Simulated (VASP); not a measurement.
# Mn (P6_3/mmc) in VASP: further runs

The runs below take Mn through single point, with revPBE.

Program: VASP 6.6.1. These are calculated values, not measurements. Logs are shortened: lines on timing, memory, paths and dates and some standing lists are left out, and cuts for length are marked.

## Step 1: The cell of the first run

Symmetry: P6_3/mmc, No. 194, hexagonal system. The conventional cell has a = 2.501 Å, b = 2.501 Å, c = 8.112 Å, α = 90.00°, β = 90.00°, γ = 120.00°. Within 3.3 Å of Mn (site symmetry -3m) lie 12 Mn at 2.49 to 2.50 Å. Mn (site symmetry -6m2) has 12 Mn at 2.49 to 2.50 Å within 3.3 Å.

This isn't the form of Mn at room conditions, which is a 58-atom cubic cell.

## Step 2: Single point, revPBE, collinear spin, antiferromagnetic start

The input, INCAR:

```
PREC = Accurate
ENCUT = 500
EDIFF = 1E-6
ISMEAR = -1
SIGMA = 0.05
LREAL = F
LASPH = T
NELM = 200
ALGO = Normal
ISIF = 2
LWAVE = F
LCHARG = F
ISPIN = 2
MAGMOM = 3 3 -3 -3
LORBIT = 11
LMAXMIX = 4
GGA = RE
NBANDS = 38
GGA_COMPAT = F
```

The input, KPOINTS:

```
Automatic mesh
0
Gamma
  14 14 4
```

The input, POSCAR:

```
Mn
1.0
    2.5010297323      0.0000000000      0.0000000000
   -1.2505148661      2.1659552838      0.0000000000
    0.0000000000      0.0000000000      8.1115317572
Mn
4
Direct
    1.0000000000      1.0000000000      0.0000000000
    1.0000000000      1.0000000000      0.5000000000
    0.3333333333      0.6666666667      0.2500000000
    0.6666666667      0.3333333333      0.7500000000
```

Potentials or basis: VASP PAW PBE potentials, release 64 (Mn_pv).

Started as:

```
$ cat potpaw_PBE.64/Mn_pv/POTCAR > POTCAR
$ mpirun -np 1 vasp_std > vasp.out
```

OUTCAR:

```text
PREC = Accurate
   ENCUT = 500
   EDIFF = 1E-6
   ISMEAR = -1
   LREAL = F
   LASPH = T
   NELM = 200
   ISIF = 2
   ISPIN = 2
   LORBIT = 11
   GGA = RE

 ion  position               nearest neighbor table
   1  0.000  0.000  0.000-   3 2.49   4 2.49   3 2.49   4 2.49   4 2.49   3 2.49
   2  0.000  0.000  0.500-   3 2.49   4 2.49   3 2.49   4 2.49   4 2.49   3 2.49
   3  0.333  0.667  0.250-   1 2.49   2 2.49   1 2.49   2 2.49   1 2.49   2 2.49
   4  0.667  0.333  0.750-   1 2.49   2 2.49   1 2.49   2 2.49   1 2.49   2 2.49

  LATTYP: Found a hexagonal cell.
 ALAT       =     2.5010297323
 C/A-ratio  =     3.2432768201

  Lattice vectors:

 A1 = (   2.5010297323,   0.0000000000,   0.0000000000)
 A2 = (  -1.2505148661,   2.1659552838,   0.0000000000)
 A3 = (   0.0000000000,   0.0000000000,   8.1115317572)

Analysis of symmetry for initial positions (statically):
=====================================================================
 Subroutine PRICEL returns:
 Original cell was already a primitive cell.

 Routine SETGRP: Setting up the symmetry group for a
 hexagonal supercell.

 Subroutine GETGRP returns: Found 24 space group operations
 (whereof 12 operations were pure point group operations)
 out of a pool of 24 trial point group operations.

The static configuration has the point symmetry D_3d.
 The point group associated with its full space group is D_6h.

Analysis of symmetry for dynamics (positions and initial velocities):
=====================================================================
 Subroutine PRICEL returns:
 Original cell was already a primitive cell.

 Routine SETGRP: Setting up the symmetry group for a
 hexagonal supercell.

 Subroutine GETGRP returns: Found 24 space group operations
 (whereof 12 operations were pure point group operations)
 out of a pool of 24 trial point group operations.

The dynamic configuration has the point symmetry D_3d.
 The point group associated with its full space group is D_6h.

Analysis of structural, dynamic, and magnetic symmetry:
=====================================================================
 Subroutine PRICEL returns:
 Original cell was already a primitive cell.

 Routine SETGRP: Setting up the symmetry group for a
 hexagonal supercell.

 Subroutine GETGRP returns: Found 24 space group operations
 (whereof 12 operations were pure point group operations)
 out of a pool of 24 trial point group operations.

The overall configuration has the point symmetry D_3d.
 The point group associated with its full space group is D_6h.

 Subroutine INISYM returns: Found 24 space group operations
 (whereof 12 operations are pure point group operations),
 and found     1 'primitive' translations

----------------------------------------------------------------------------------------

                                     Primitive cell

  volume of cell :      43.9411

  direct lattice vectors                    reciprocal lattice vectors
     2.501029732  0.000000000  0.000000000     0.399835311  0.230845024  0.000000000
    -1.250514866  2.165955284  0.000000000     0.000000000  0.461690048  0.000000000
     0.000000000  0.000000000  8.111531757     0.000000000  0.000000000  0.123281278

  length of vectors
     2.501029732  2.501029732  8.111531757     0.461690048  0.461690048  0.123281278

  position of ions in fractional coordinates (direct lattice)
     0.000000000  0.000000000  0.000000000
     0.000000000  0.000000000  0.500000000
     0.333333333  0.666666667  0.250000000
     0.666666667  0.333333333  0.750000000

  ion indices of the primitive-cell ions
   primitive index   ion index
                 1           1
                 2           2
                 3           3
                 4           4

----------------------------------------------------------------------------------------

 KPOINTS: Automatic mesh

Automatic generation of k-mesh.
 Grid dimensions read from file:
 generate k-points for:   14   14    4

 Generating k-lattice:

  Cartesian coordinates                     Fractional coordinates (reciprocal lattice)
     0.028559665  0.016488930  0.000000000     0.071428571  0.000000000  0.000000000
     0.000000000  0.032977861  0.000000000     0.000000000  0.071428571  0.000000000
     0.000000000  0.000000000  0.030820319     0.000000000  0.000000000  0.250000000

  Length of vectors
     0.032977861  0.032977861  0.030820319

  Shift w.r.t. Gamma in fractional coordinates (k-lattice)
     0.000000000  0.000000000  0.000000000

 Subroutine IBZKPT returns following result:
 ===========================================

 Found     72 irreducible k-points:

 Following reciprocal coordinates:
            Coordinates               Weight
  0.000000  0.000000  0.000000      1.000000
  0.071429 -0.000000  0.000000      6.000000
  0.142857 -0.000000  0.000000      6.000000
  0.214286 -0.000000  0.000000      6.000000
  0.285714 -0.000000  0.000000      6.000000
  0.357143 -0.000000  0.000000      6.000000
[... 16 lines left out ...]
  0.285714  0.285714  0.000000      6.000000
  0.357143  0.285714  0.000000      6.000000
 [... further k-points ...]
   k-points           NKPTS =     72   k-points in BZ     NKDIM =     72   number of bands    NBANDS=     38
   number of dos      NEDOS =    301   number of ions     NIONS =      4
   total plane-waves  NPLWV =  19440
   dimension x,y,z NGX =    18 NGY =   18 NGZ =   60
   dimension x,y,z NGXF=    36 NGYF=   36 NGZF=  120
   ions per type =               4
   NGX,Y,Z   is equivalent  to a cutoff of  11.96, 11.96, 12.30 a.u.
   NGXF,Y,Z  is equivalent  to a cutoff of  23.93, 23.93, 24.59 a.u.
 SYSTEM =  unknown system
   PREC   = accura    normal or accurate (medium, high low for compatibility)
   ISTART =      0    job   : 0-new  1-cont  2-samecut
   ICHARG =      2    charge: 1-file 2-atom 10-const
   ISPIN  =      2    spin polarized calculation?
   LNONCOLLINEAR =      F non collinear calculations
   LSORBIT =      F    spin-orbit coupling
   LASPH  =      T    aspherical Exc in radial PAW
   ENCUT  =  500.0 eV  36.75 Ry    6.06 a.u.   4.56  4.56 14.79*2*pi/ulx,y,z
   NELM   =    200;   NELMIN=  2; NELMDL= -5     # of ELM steps
   EDIFF  = 0.1E-05   stopping-criterion for ELM
   LREAL  =      F    real-space projection
   EDIFFG = 0.1E-04   stopping-criterion for IOM
   NSW    =      0    number of steps for IOM
   IBRION =     -1    ionic relax: 0-MD 1-quasi-New 2-CG
   NFREE  =      0    steps in history (QN), initial steepest desc. (CG)
   ISIF   =      2    stress and relaxation
   ISYM   =      2    0-nonsym 1-usesym 2-fastsym
   POTIM  = 0.5000    time-step for ionic-motion
   TEBEG  =    0.0;   TEEND  =   0.0 temperature during run
   PSTRESS=    0.0 pullay stress
   NELECT =      52.0000    total number of electrons
   NUPDOWN=      -1.0000    fix difference up-down
   EMIN   =  10.00;   EMAX   =-10.00  energy-range for DOS
   EFERMI =   0.00;   METHOD = LEGACY
   ISMEAR =    -1;   SIGMA  =   0.05  broadening in eV -4-tet -1-fermi 0-gaus
   EFERMI_NEDOS =   21; number of points for ismear=-14 and -15
   IALGO  =     38    algorithm
   IMIX   =      4    mixing-type and parameters
     AMIX     =   0.40;   BMIX     =  1.00
     AMIX_MAG =   1.60;   BMIX_MAG =  1.00
  volume/ion in A,a.u.               =      10.99        74.13
  Fermi-wavevector in a.u.,A,eV,Ry     =   1.731618  3.272284 40.797103  2.998502
  Thomas-Fermi vector in A             =   2.805950
   LORBIT       =     11    0 simple, 1 ext, 2 COOP (PROOUT), +10 PAW based schemes
   GGA     = RE    functional components
   LHFCALC =     F    Hartree Fock is set to
   AEXX    =    0.0000 exact exchange contribution
   IVDW    =     0    specifies the selected vdW correction
   LEPSILON=     F    determine dielectric tensor
   LRPA    =     F    only Hartree local field effects (RPA)
 spin polarized calculation
  energy-cutoff  :      500.00
  volume of cell :       43.94
 maximum number of plane-waves:      1140
   NGX =  9   NGY =  9   NGZ = 29

 number of electron      52.0000027 magnetization       0.1811342

 Free energy of the ion-electron system (eV)
  ---------------------------------------------------
  ext. energy  EPLUGINS =         0.00000000
  ---------------------------------------------------
  free energy    TOTEN  =       -34.09183483 eV

  energy without entropy =      -34.05382089  energy(sigma->0) =      -34.07282786

 E-fermi :  10.2505     XC(G=0): -13.7888

 val. band max:       10.2435083457   @ k =   0.4286   0.1429   0.5000
 cond. band min:      10.2560525569   @ k =   0.1429   0.1429   0.2500
 fundamental gap:      0.0125442112
 Fermi energy:        10.2504920649

 spin component 1

 k-point     1 :       0.0000    0.0000    0.0000
  band No.  band energies     occupation
      1     -38.3130      1.00000
      2     -38.1937      1.00000
      3     -37.8340      1.00000
      4     -37.8340      1.00000
      5     -37.8310      1.00000
      6     -37.8310      1.00000
[... 30 lines left out ...]
     37      19.1991      0.00000
     38      26.5346      0.00000

 k-point     2 :       0.0714   -0.0000    0.0000
  band No.  band energies     occupation
      1     -38.3044      1.00000
      2     -38.1918      1.00000
      3     -37.8609      1.00000
      4     -37.8601      1.00000
      5     -37.8403      1.00000
      6     -37.8371      1.00000
[... 30 lines left out ...]
     37      19.1977      0.00000
     38      26.6679      0.00000
[... 859 lines left out ...]
     37      18.8397      0.00000
     38      20.3604      0.00000

 k-point    24 :       0.3571    0.2857    0.0000
  band No.  band energies     occupation
      1     -38.2519      1.00000
      2     -38.2356      1.00000
      3     -38.1671      1.00000
      4     -38.1625      1.00000
      5     -38.1581      1.00000
      6     -38.1065      1.00000
[... 30 lines left out ...]
     37      18.4683      0.00000
     38      19.2715      0.00000

 [... further k-points ...]

 spin component 2

 k-point     1 :       0.0000    0.0000    0.0000
  band No.  band energies     occupation
      1     -38.3135      1.00000
      2     -38.2042      1.00000
      3     -37.7871      1.00000
      4     -37.7871      1.00000
      5     -37.7844      1.00000
      6     -37.7844      1.00000
[... 30 lines left out ...]
     37      19.2161      0.00000
     38      26.4946      0.00000

 k-point     2 :       0.0714   -0.0000    0.0000
  band No.  band energies     occupation
      1     -38.3053      1.00000
      2     -38.2021      1.00000
      3     -37.8144      1.00000
      4     -37.8127      1.00000
      5     -37.7934      1.00000
      6     -37.7904      1.00000
[... 30 lines left out ...]
     37      19.2150      0.00000
     38      26.6155      0.00000
[... 859 lines left out ...]
     37      18.8542      0.00000
     38      20.5490      0.00000

 k-point    24 :       0.3571    0.2857    0.0000
  band No.  band energies     occupation
      1     -38.2100      1.00000
      2     -38.1842      1.00000
      3     -38.1505      1.00000
      4     -38.1375      1.00000
      5     -38.1189      1.00000
      6     -38.1072      1.00000
[... 30 lines left out ...]
     37      18.4784      0.00000
     38      19.4655      0.00000

 [... further k-points ...]

------------------------ aborting loop because EDIFF is reached ----------------------------------------

  FORCE on cell =-STRESS in cart. coord.  units (eV):
  Direction    XX          YY          ZZ          XY          YZ          ZX
  --------------------------------------------------------------------------------------
  -------------------------------------------------------------------------------------
  Total        0.0509802      0.0509802      0.0634803      0.0000000      0.0000000      0.0000000
  in kB        1.8588362      1.8588362      2.3146144      0.0000000      0.0000000      0.0000000
  external PRESSURE =       2.0107622 kB  Pullay stress =       0.0000000 kB

 VOLUME and BASIS-vectors are now :
 -----------------------------------------------------------------------------
  energy-cutoff  :      500.00
  volume of cell :       43.94
      direct lattice vectors                 reciprocal lattice vectors
     2.501029732  0.000000000  0.000000000     0.399835311  0.230845024  0.000000000
    -1.250514866  2.165955284  0.000000000     0.000000000  0.461690048  0.000000000
     0.000000000  0.000000000  8.111531757     0.000000000  0.000000000  0.123281278

 POSITION                                       TOTAL-FORCE (eV/Angst)
 -----------------------------------------------------------------------------------
      0.00000      0.00000      0.00000        -0.000000      0.000000      0.000000
      0.00000      0.00000      4.05577        -0.000000      0.000000      0.000000
     -0.00000      1.44397      2.02788         0.000000     -0.000000     -0.000000
      1.25051      0.72199      6.08365        -0.000000      0.000000      0.000000
 -----------------------------------------------------------------------------------
    total drift:                                0.000000     -0.000000      0.000000

  FREE ENERGIE OF THE ION-ELECTRON SYSTEM (eV)
  ---------------------------------------------------
  free  energy   TOTEN  =       -34.0918348320 eV

  energy  without entropy=      -34.0538208851  energy(sigma->0) =      -34.07282786

 total charge

# of ion       s       p       d       tot
------------------------------------------
    1        0.418   6.384   5.139  11.941
    2        0.418   6.384   5.139  11.941
    3        0.418   6.385   5.130  11.933
    4        0.418   6.385   5.130  11.933
--------------------------------------------------
tot          1.672  25.538  20.538  47.748

 magnetization (x)

# of ion       s       p       d       tot
------------------------------------------
    1        0.006   0.010   0.810   0.825
    2        0.006   0.010   0.810   0.825
    3       -0.005  -0.011  -0.720  -0.737
    4       -0.005  -0.011  -0.720  -0.737
--------------------------------------------------
tot          0.001  -0.003   0.179   0.177
```

Wall time 7.5 min (1 thread of Intel Xeon 8259CL, shared host); peak memory 0.27 GiB.

Results:

- Free energy: -34.0918 eV
- Pressure: 0.2 GPa
- Net moment: 0.18 μB per cell
- Site moments: Mn +0.82, -0.74 (each value once) μB
- Valence electrons inside the program's atomic spheres: Mn 11.94, 11.93 (each value once)

Levels at points of the mesh, in eV from the Fermi level:
Spin up:
```csv
k point,band 23,band 24,band 25,band 26,band 27,band 28,band 29,band 30
"(0.00, 0.00, 0.00)",-0.98,-0.80,-0.80,-0.45,-0.45,-0.07,-0.07,0.56
"(0.50, 0.00, 0.00)",-0.63,-0.35,0.59,1.33,1.39,1.42,1.68,1.94
"(0.00, 0.00, 0.50)",-0.76,-0.76,-0.76,-0.76,-0.72,-0.72,0.38,0.38
"(0.50, 0.00, 0.50)",-0.57,-0.57,0.31,0.31,1.27,1.27,1.51,1.51
```
Spin down:
```
           k point  band 24  band 25  band 26  band 27  band 28  band 29
(0.00, 0.00, 0.00)    -0.99    -0.98    -0.39    -0.39     0.25     0.25
(0.50, 0.00, 0.00)    -0.30     0.63     1.19     1.49     1.52     1.89
(0.00, 0.00, 0.50)    -0.76    -0.76    -0.76    -0.70    -0.70     0.46
(0.50, 0.00, 0.50)    -0.30     0.14     0.14     1.35     1.35     1.57
```

Caveat: the PAW data sets were made with another functional, which shifts forces and pressure a little.

## Step 3: Single point, revPBE, collinear spin, ferrimagnetic start (9.67 Å³/atom)

This run uses another cell than the first one, of 9.67 Å³/atom.

The input, INCAR:

```
PREC = Accurate
ENCUT = 500
EDIFF = 1E-6
ISMEAR = -1
SIGMA = 0.05
LREAL = False
LASPH = True
NELM = 200
ALGO = Normal
ISIF = 2
LWAVE = False
LCHARG = False
ISPIN = 2
MAGMOM = 0.802 0.802 -0.714 -0.714
LORBIT = 11
LMAXMIX = 4
GGA = RE
NBANDS = 38
GGA_COMPAT = False
```

The input, KPOINTS:

```
regular mesh
0
Gamma
  16 16 5
```

The input, POSCAR:

```
Mn
1.0
    2.3966967045      0.0000000000      0.0000000000
   -1.1983483522      2.0756002312      0.0000000000
    0.0000000000      0.0000000000      7.7731508665
Mn
4
Direct
    1.0000000000      1.0000000000      0.0000000000
    1.0000000000      1.0000000000      0.5000000000
    0.3333333333      0.6666666667      0.2500000000
    0.6666666667      0.3333333333      0.7500000000
```

Potentials or basis: VASP PAW PBE potentials, release 64 (Mn_pv).

Started as:

```
$ cat potpaw_PBE.64/Mn_pv/POTCAR > POTCAR
$ mpirun -np 1 vasp_std > vasp.out
```

Run time: 7.6 min. Hardware: 1 thread of Intel Xeon 8259CL, shared host; peak memory 0.28 GiB.

Results (log left out):

| Quantity | Value |
| --- | --- |
| Free energy | -33.5200 eV |
| Pressure | 40.5 GPa |
| Band gap on the k mesh | zero (filled and empty bands overlap) |
| Net moment | 0.00 μB per cell |
| Valence electrons inside the program's atomic spheres | Mn 12.22, 12.21 (each value once) |

Stress tensor (GPa, compression positive):
```
41.10  0.00  0.00
 0.00 41.10  0.00
 0.00  0.00 39.21
```

Levels at points of the mesh, in eV from the Fermi level:
Spin up:
```
           k point  band 24  band 25  band 26  band 27  band 28  band 29
(0.00, 0.00, 0.00)    -0.90    -0.90    -0.82    -0.82     0.30     0.30
(0.50, 0.00, 0.00)     0.13     0.14     1.57     2.04     2.06     2.13
```
Spin down:
```
           k point  band 22  band 23  band 24  band 25  band 26  band 27  band 28  band 29  band 30  band 31
(0.00, 0.00, 0.00)    -1.35    -1.22    -0.90    -0.90    -0.82    -0.82     0.30     0.30     0.81     0.81
(0.50, 0.00, 0.00)    -1.43    -0.64     0.13     0.14     1.57     2.04     2.06     2.13     2.18     2.30
```

Caveat: the cell stands under pressure; the PAW data sets were made with another functional, which shifts forces and pressure a little.
